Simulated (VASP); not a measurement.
# P (R-3m) in VASP: further runs

P is run at these levels: PBE+D3(BJ); tasks: single point.

Everything below comes from runs of VASP 6.6.1. Logs are shortened: lines on timing, memory, paths and dates and some standing lists are left out, and cuts for length are marked.

### Step 1. The cell of the first run

The structure is trigonal, space group R-3m (No. 166). Conventional cell: a = 3.619 Å, b = 3.619 Å, c = 7.858 Å, α = 90.00°, β = 90.00°, γ = 120.00°. Within 3.1 Å of P (site symmetry 3m) lie 6 P at 2.34 to 2.61 Å.

### Step 2. Single point, PBE+D3(BJ)

INCAR reads:

```
PREC = Accurate
ENCUT = 520
EDIFF = 1E-6
ISMEAR = 0
SIGMA = 0.15
LREAL = F
LASPH = T
NELM = 100
ALGO = Normal
ISIF = 2
LWAVE = F
LCHARG = F
GGA = PE
IVDW = 12
NBANDS = 12
```

KPOINTS reads:

```
regular mesh
0
Gamma
  24 24 24
```

POSCAR reads:

```
P
1.0
    1.8092560418      1.0445744628      2.6191851852
   -1.8092560418      1.0445744628      2.6191851852
    0.0000000000     -2.0891489255      2.6191851852
P
2
Direct
    0.2336660455      0.2336660455      0.2336660455
    0.7663339545      0.7663339545      0.7663339545
```

Potentials or basis: VASP PAW PBE potentials, release 64 (P).

Started as:

```console
$ cat potpaw_PBE.64/P/POTCAR > POTCAR
$ mpirun -np 1 vasp_std > vasp.out
```

OUTCAR:

```text
PREC = Accurate
   ENCUT = 520
   EDIFF = 1E-6
   ISMEAR = 0
   LREAL = F
   LASPH = T
   NELM = 100
   ISIF = 2
   GGA = PE
   IVDW = 12
 IVDW          = 12

 ion  position               nearest neighbor table
   1  0.234  0.234  0.234-   2 2.34   2 2.34   2 2.34   2 2.61   2 2.61   2 2.61
   2  0.766  0.766  0.766-   1 2.34   1 2.34   1 2.34   1 2.61   1 2.61   1 2.61

  LATTYP: Found a trigonal (rhomboedric) cell.
 ALAT       =     3.3503245018
 COS(alpha) =     0.4167478990

  Lattice vectors:

 A1 = (   1.8092560418,   1.0445744628,   2.6191851852)
 A2 = (  -1.8092560418,   1.0445744628,   2.6191851852)
 A3 = (   0.0000000000,  -2.0891489255,   2.6191851852)

Analysis of symmetry for initial positions (statically):
=====================================================================
 Subroutine PRICEL returns:
 Original cell was already a primitive cell.

 Routine SETGRP: Setting up the symmetry group for a
 trigonal (rhombohedral) supercell.

 Subroutine GETGRP returns: Found 12 space group operations
 (whereof 12 operations were pure point group operations)
 out of a pool of 12 trial point group operations.

The static configuration has the point symmetry D_3d.

Analysis of symmetry for dynamics (positions and initial velocities):
=====================================================================
 Subroutine PRICEL returns:
 Original cell was already a primitive cell.

 Routine SETGRP: Setting up the symmetry group for a
 trigonal (rhombohedral) supercell.

 Subroutine GETGRP returns: Found 12 space group operations
 (whereof 12 operations were pure point group operations)
 out of a pool of 12 trial point group operations.

The dynamic configuration has the point symmetry D_3d.

 Subroutine INISYM returns: Found 12 space group operations
 (whereof 12 operations are pure point group operations),
 and found     1 'primitive' translations

----------------------------------------------------------------------------------------

                                     Primitive cell

  volume of cell :      29.7000

  direct lattice vectors                    reciprocal lattice vectors
     1.809256042  1.044574463  2.619185185     0.276356684  0.159554606  0.127266043
    -1.809256042  1.044574463  2.619185185    -0.276356684  0.159554606  0.127266043
     0.000000000 -2.089148925  2.619185185     0.000000000 -0.319109212  0.127266043

  length of vectors
     3.350324502  3.350324502  3.350324502     0.343551065  0.343551065  0.343551065

  position of ions in fractional coordinates (direct lattice)
     0.233666046  0.233666046  0.233666046
     0.766333954  0.766333954  0.766333954

  ion indices of the primitive-cell ions
   primitive index   ion index
                 1           1
                 2           2

----------------------------------------------------------------------------------------

 KPOINTS: regular mesh

Automatic generation of k-mesh.
 Grid dimensions read from file:
 generate k-points for:   24   24   24

 Generating k-lattice:

  Cartesian coordinates                     Fractional coordinates (reciprocal lattice)
     0.011514862  0.006648109  0.005302752     0.041666667  0.000000000 -0.000000000
    -0.011514862  0.006648109  0.005302752     0.000000000  0.041666667 -0.000000000
     0.000000000 -0.013296217  0.005302752    -0.000000000 -0.000000000  0.041666667

  Length of vectors
     0.014314628  0.014314628  0.014314628

  Shift w.r.t. Gamma in fractional coordinates (k-lattice)
     0.000000000  0.000000000  0.000000000

 Subroutine IBZKPT returns following result:
 ===========================================

 Found   1313 irreducible k-points:

 Following reciprocal coordinates:
            Coordinates               Weight
  0.000000  0.000000  0.000000      1.000000
  0.041667  0.000000  0.000000      6.000000
  0.083333 -0.000000 -0.000000      6.000000
  0.125000  0.000000  0.000000      6.000000
  0.166667  0.000000  0.000000      6.000000
  0.208333  0.000000 -0.000000      6.000000
[... 16 lines left out ...]
  0.416667  0.041667 -0.000000     12.000000
  0.458333  0.041667 -0.000000     12.000000
 [... further k-points ...]
   k-points           NKPTS =   1313   k-points in BZ     NKDIM =   1313   number of bands    NBANDS=     12
   number of dos      NEDOS =    301   number of ions     NIONS =      2
   total plane-waves  NPLWV =  21952
   dimension x,y,z NGX =    28 NGY =   28 NGZ =   28
   dimension x,y,z NGXF=    56 NGYF=   56 NGZF=   56
   ions per type =               2
   NGX,Y,Z   is equivalent  to a cutoff of  13.89, 13.89, 13.89 a.u.
   NGXF,Y,Z  is equivalent  to a cutoff of  27.79, 27.79, 27.79 a.u.
 SYSTEM =  unknown system
   PREC   = accura    normal or accurate (medium, high low for compatibility)
   ISTART =      0    job   : 0-new  1-cont  2-samecut
   ICHARG =      2    charge: 1-file 2-atom 10-const
   ISPIN  =      1    spin polarized calculation?
   LNONCOLLINEAR =      F non collinear calculations
   LSORBIT =      F    spin-orbit coupling
   LASPH  =      T    aspherical Exc in radial PAW
   ENCUT  =  520.0 eV  38.22 Ry    6.18 a.u.   6.23  6.23  6.23*2*pi/ulx,y,z
   NELM   =    100;   NELMIN=  2; NELMDL= -5     # of ELM steps
   EDIFF  = 0.1E-05   stopping-criterion for ELM
   LREAL  =      F    real-space projection
   EDIFFG = 0.1E-04   stopping-criterion for IOM
   NSW    =      0    number of steps for IOM
   IBRION =     -1    ionic relax: 0-MD 1-quasi-New 2-CG
   NFREE  =      0    steps in history (QN), initial steepest desc. (CG)
   ISIF   =      2    stress and relaxation
   ISYM   =      2    0-nonsym 1-usesym 2-fastsym
   POTIM  = 0.5000    time-step for ionic-motion
   TEBEG  =    0.0;   TEEND  =   0.0 temperature during run
   PSTRESS=    0.0 pullay stress
   NELECT =      10.0000    total number of electrons
   NUPDOWN=      -1.0000    fix difference up-down
   EMIN   =  10.00;   EMAX   =-10.00  energy-range for DOS
   EFERMI =   0.00;   METHOD = LEGACY
   ISMEAR =     0;   SIGMA  =   0.15  broadening in eV -4-tet -1-fermi 0-gaus
   EFERMI_NEDOS =   21; number of points for ismear=-14 and -15
   IALGO  =     38    algorithm
   IMIX   =      4    mixing-type and parameters
     AMIX     =   0.40;   BMIX     =  1.00
     AMIX_MAG =   1.60;   BMIX_MAG =  1.00
  volume/ion in A,a.u.               =      14.85       100.21
  Fermi-wavevector in a.u.,A,eV,Ry     =   1.138909  2.152227 17.648318  1.297115
  Thomas-Fermi vector in A             =   2.275613
   LORBIT       =      0    0 simple, 1 ext, 2 COOP (PROOUT), +10 PAW based schemes
   GGA     = PE    functional components
   LHFCALC =     F    Hartree Fock is set to
   AEXX    =    0.0000 exact exchange contribution
   IVDW    =    12    specifies the selected vdW correction
   LEPSILON=     F    determine dielectric tensor
   LRPA    =     F    only Hartree local field effects (RPA)
 non-spin polarized calculation
 Gauss-broadening in eV      SIGMA  =   0.15
  energy-cutoff  :      520.00
  volume of cell :       29.70
 maximum number of plane-waves:       819
 NGX is ok and might be reduce to    28

 number of electron      10.0000000 magnetization

 Free energy of the ion-electron system (eV)
  ---------------------------------------------------
  ext. energy  EPLUGINS =         0.00000000
  ---------------------------------------------------
  free energy    TOTEN  =       -10.42678481 eV

  energy without entropy =      -10.42093369  energy(sigma->0) =      -10.42385925

 E-fermi :   9.4014     XC(G=0): -11.1938

 val. band max:        9.3953699918   @ k =   0.4167   0.0000  -0.0000
 cond. band min:       9.4024128109   @ k =  -0.4583   0.5000   0.4583
 fundamental gap:      0.0070428191
 Fermi energy:         9.4014008799

 k-point     1 :       0.0000    0.0000    0.0000
  band No.  band energies     occupation
      1      -6.9853      2.00000
      2       6.4348      2.00000
      3       6.4348      2.00000
      4       7.1930      2.00000
      5       8.6616      2.00000
      6      12.9008      0.00000
      7      12.9287      0.00000
      8      12.9287      0.00000
      9      15.1870      0.00000
     10      15.1870      0.00000
     11      16.6816      0.00000
     12      16.6817      0.00000

 k-point     2 :       0.0417    0.0000    0.0000
  band No.  band energies     occupation
      1      -6.9575      2.00000
      2       5.9304      2.00000
      3       6.4338      2.00000
      4       7.6139      2.00000
      5       8.6388      2.00000
      6      12.8198      0.00000
      7      12.9552      0.00000
      8      13.0148      0.00000
      9      14.8367      0.00000
     10      15.1211      0.00000
     11      16.5683      0.00000
     12      17.1093      0.00000

 k-point     3 :       0.0833   -0.0000   -0.0000
  band No.  band energies     occupation
      1      -6.8741      2.00000
      2       5.1224      2.00000
      3       6.4319      2.00000
      4       8.1457      2.00000
      5       8.6117      2.00000
      6      12.5944      0.00000
      7      12.9889      0.00000
      8      13.2367      0.00000
      9      14.2811      0.00000
     10      14.9544      0.00000
     11      16.5016      0.00000
     12      17.9408      0.00000

 k-point     4 :       0.1250    0.0000    0.0000
  band No.  band energies     occupation
      1      -6.7353      2.00000
      2       4.2531      2.00000
      3       6.4320      2.00000
      4       8.3256      2.00000
      5       8.8379      2.00000
      6      12.2678      0.00000
      7      12.8247      0.00000
      8      13.4860      0.00000
      9      13.9999      0.00000
     10      14.7799      0.00000
     11      16.6292      0.00000
     12      18.8729      0.00000

 k-point     5 :       0.1667    0.0000    0.0000
  band No.  band energies     occupation
      1      -6.5413      2.00000
      2       3.3625      2.00000
      3       6.4380      2.00000
      4       8.2543      2.00000
      5       9.2173      1.91740
      6      11.8888      0.00000
      7      12.3510      0.00000
      8      13.5863      0.00000
      9      14.1550      0.00000
     10      14.7535      0.00000
     11      16.9810      0.00000
     12      19.6842      0.00000
[... 228 lines left out ...]
      1      -5.3290      2.00000
      2       0.1836      2.00000
      3       6.5194      2.00000
      4       8.0591      2.00000
      5       9.3644      1.27314
      6      10.3942      0.00000
      7      10.8900      0.00000
      8      13.0779      0.00000
      9      15.3393      0.00000
     10      16.5511      0.00000
     11      20.1962      0.00000
     12      22.8390      0.00000

 k-point    22 :       0.3750    0.0417    0.0000
  band No.  band energies     occupation
      1      -4.8858      2.00000
      2      -0.6161      2.00000
      3       6.5527      2.00000
      4       8.0877      2.00000
      5       9.0568      1.99884
      6      10.4269      0.00000
      7      10.6131      0.00000
      8      12.7992      0.00000
      9      15.9663      0.00000
     10      17.2729      0.00000
     11      21.1563      0.00000
     12      22.5168      0.00000

 k-point    23 :       0.4167    0.0417   -0.0000
  band No.  band energies     occupation
      1      -4.3957      2.00000
      2      -1.3722      2.00000
      3       6.5742      2.00000
      4       8.1306      2.00000
      5       8.8069      2.00000
      6      10.2085      0.00000
      7      10.6710      0.00000
      8      12.5486      0.00000
      9      16.6806      0.00000
     10      18.0624      0.00000
     11      21.3929      0.00000
     12      22.3387      0.00000

 k-point    24 :       0.4583    0.0417   -0.0000
  band No.  band energies     occupation
      1      -3.8703      2.00000
      2      -2.0704      2.00000
      3       6.5692      2.00000
      4       8.1833      2.00000
      5       8.6451      2.00000
      6      10.0053      0.00000
      7      10.8039      0.00000
      8      12.3371      0.00000
      9      17.4641      0.00000
     10      18.9063      0.00000
     11      20.5214      0.00000
     12      22.0251      0.00000

 [... further k-points ...]

------------------------ aborting loop because EDIFF is reached ----------------------------------------

 Edisp (eV)   -0.95109

 E8    (eV) :    -0.3596

  FORCE on cell =-STRESS in cart. coord.  units (eV):
  Direction    XX          YY          ZZ          XY          YZ          ZX
  --------------------------------------------------------------------------------------
  -------------------------------------------------------------------------------------
  Total      -1.79804    -1.79804     1.38399     0.00000     0.00000     0.00000
  in kB     -96.99581   -96.99581    74.65959     0.00000     0.00000     0.00000
  external pressure =      -39.78 kB  Pullay stress =        0.00 kB

 VOLUME and BASIS-vectors are now :
 -----------------------------------------------------------------------------
  energy-cutoff  :      520.00
  volume of cell :       29.70
      direct lattice vectors                 reciprocal lattice vectors
     1.809256042  1.044574463  2.619185185     0.276356684  0.159554606  0.127266043
    -1.809256042  1.044574463  2.619185185    -0.276356684  0.159554606  0.127266043
     0.000000000 -2.089148925  2.619185185     0.000000000 -0.319109212  0.127266043

 POSITION                                       TOTAL-FORCE (eV/Angst)
 -----------------------------------------------------------------------------------
      0.00000      0.00000      1.83604         0.000000      0.000000      0.359147
      0.00000      0.00000      6.02151         0.000000     -0.000000     -0.359147
 -----------------------------------------------------------------------------------
    total drift:                                0.000000     -0.000000     -0.000000

  FREE ENERGIE OF THE ION-ELECTRON SYSTEM (eV)
  ---------------------------------------------------
  free  energy   TOTEN  =       -11.3778717876 eV

  energy  without entropy=      -11.3720206663  energy(sigma->0) =      -11.37494623
```

Wall time 2.7 min (1 thread of Intel Xeon Platinum 8559C (Emerald Rapids), shared host); peak memory 0.45 GiB.

What came out:

```
Free energy                : -11.3779 eV
Pressure                   : -4.0 GPa
Largest force              : 0.359 eV/Å
Band gap on the k mesh     : zero (bands 5 and 6 overlap by 1.96 eV)
Dispersion energy per atom : -0.476 eV
```

Forces in eV/Å, atoms in the order of the input:
```
P    0.000  0.000  0.359
P    0.000  0.000 -0.359
```

Stress tensor (GPa, compression positive):
```
-9.70  0.00  0.00
 0.00 -9.70  0.00
 0.00  0.00  7.47
```

Caveat: the stress differs along the axes, from -10 to 7 GPa.

### Step 3. Single point, PBE+D3(BJ)

This run uses another cell than the first one, of the same volume but with other edges.

INCAR reads:

```
SYSTEM = P
PREC     = Accurate       ! precision mode
ENCUT    = 520            ! plane-wave cutoff, eV
EDIFF    = 1E-6           ! SCF threshold, eV
ISMEAR   = 0              ! smearing method
SIGMA    = 0.15           ! smearing width, eV
LREAL    = .False.        ! projectors in reciprocal space
LASPH    = .True.         ! aspherical terms in the spheres
NELM     = 100            ! most SCF steps
ALGO     = Normal         ! electronic algorithm
ISIF     = 2              ! what is computed and relaxed
LWAVE    = .False.        ! write WAVECAR
LCHARG   = .False.        ! write CHGCAR
GGA      = PE             ! functional
IVDW     = 12             ! dispersion correction
NBANDS   = 12             ! bands
```

KPOINTS reads:

```
regular mesh
0
Gamma
  24 24 24
  0 0 0
```

POSCAR reads:

```
P
1.0
    1.6127953334      0.9311478199      3.2961559601
   -1.6127953334      0.9311478199      3.2961559601
    0.0000000000     -1.8622956397      3.2961559601
P
2
Direct
    0.2336660455      0.2336660455      0.2336660455
    0.7663339545      0.7663339545      0.7663339545
```

Potentials or basis: VASP PAW PBE potentials, release 64 (P).

Started as:

```console
$ cat potpaw_PBE.64/P/POTCAR > POTCAR
$ mpirun -np 1 vasp_std > vasp.out
```

Wall time 3.3 min (1 thread of Intel Xeon Platinum 8559C (Emerald Rapids), shared host); peak memory 0.45 GiB.

Results (log left out):

| Property | Result |
| --- | --- |
| Free energy | -11.3705 eV |
| Pressure | 2.2 GPa |
| Largest force | 0.776 eV/Å |
| Band gap on the k mesh | zero (bands 5 and 6 overlap by 2.69 eV) |
| Dispersion energy per atom | -0.475 eV |

Forces on the atoms (eV/Å):
```
P    0.000  0.000 -0.776
P    0.000  0.000  0.776
```

Stress tensor (GPa, compression positive):
```
 7.36  0.00  0.00
 0.00  7.36  0.00
 0.00  0.00 -8.19
```

Levels at points of the mesh, in eV from the Fermi level:
| k point | band 3 | band 4 | band 5 | band 6 | band 7 | band 8 |
| --- | --- | --- | --- | --- | --- | --- |
| (0.00, 0.00, 0.00) | -3.91 | -1.33 | -1.33 | 3.31 | 3.85 | 3.85 |
| (0.50, 0.00, 0.00) | -3.77 | -2.71 | -1.56 | 0.35 | 0.67 | 0.75 |
| (0.50, 0.50, 0.00) | -6.92 | -6.00 | -4.28 | 0.85 | 6.50 | 7.76 |
| (0.50, 0.50, 0.50) | -1.12 | -1.12 | 1.02 | 1.02 | 2.86 | 3.64 |

Caveat: the stress differs along the axes, from -8 to 7 GPa.
